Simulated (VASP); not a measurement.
Write the native input for VASP 6.6.1 that does the following.

```yaml
Task: electric field gradients
Functional: r2SCAN
Potentials_or_basis: VASP PAW PBE potentials, release 64 (Ce)
Cutoff: 520 eV
k_mesh: 12 × 12 × 7
Occupations: fermi-dirac, width 0.05 eV
Spin: no spin polarisation
Dipole_correction: no
Further_INCAR_settings: ALGO = Normal; EDIFF = 1e-08; NBANDS = 19
```

The system is Ce.

```
CELL_PARAMETERS angstrom
1.59584 -3.12691 0.00000
1.59584 3.12691 0.00000
0.00000 0.00000 5.28969
ATOMIC_POSITIONS crystal
Ce 0.90315 0.09685 0.75000
Ce 0.09685 0.90315 0.25000
```

One way to write it, as run:

POSCAR

```
Ce
1.0
    1.5958422603     -3.1269076371      0.0000000000
    1.5958422603      3.1269076371      0.0000000000
    0.0000000000      0.0000000000      5.2896871118
Ce
2
Direct
    0.9031467200      0.0968532800      0.7500000000
    0.0968532800      0.9031467200      0.2500000000
```

INCAR.step1

```
SYSTEM = Ce
PREC = Accurate ; ENCUT = 520
ISMEAR = -1 ; SIGMA = 0.05
LREAL = .False. ; LASPH = .True.
NELM = 100 ; NBANDS = 19
GGA = PE ; ALGO = Normal
EDIFF = 1E-4 ; LWAVE = .True.
LCHARG = .False.
```

INCAR.step2

```
SYSTEM = Ce
PREC = Accurate ; ENCUT = 520
EDIFF = 1E-8 ; ISMEAR = -1
SIGMA = 0.05 ; LREAL = .False.
LASPH = .True. ; NELM = 100
ALGO = Normal ; ISIF = 2
LWAVE = .False. ; LCHARG = .False.
METAGGA = R2SCAN ; LMIXTAU = .True.
LEFG = .True. ; NBANDS = 19
ISTART = 1
```

KPOINTS

```
regular mesh
0
Gamma
  12 12 7
  0 0 0
```

Potentials or basis: VASP PAW PBE potentials, release 64 (Ce).

Run with:

```sh
$ cat potpaw_PBE.64/Ce/POTCAR > POTCAR
$ cp INCAR.step1 INCAR
$ mpirun -np 1 vasp_std > vasp.out
$ cp INCAR.step2 INCAR
$ mpirun -np 1 vasp_std > vasp.out
```

It gave:

```yaml
Pressure: -2.0 GPa
Largest_force: 0.006 eV/Å
Band_gap_on_the_k_mesh: zero (bands 12 and 13 overlap by 0.87 eV)
Largest_electric_field_gradient_by_atom: Ce -74.2 V/Å²
```

Caveat: without QUAD_EFG the Cq values of the log hold for a quadrupole moment of 1 mb, not for the nuclei; the PAW data sets were made with another functional, which shifts forces and pressure a little; spin-orbit coupling is left out, which moves the levels of the heavy elements; semilocal functionals describe open f shells poorly, which spoils levels, moments and volumes.

Run time: 26 min on 1 thread of Intel Xeon 8259CL (shared host), peak memory 0.32 GiB.
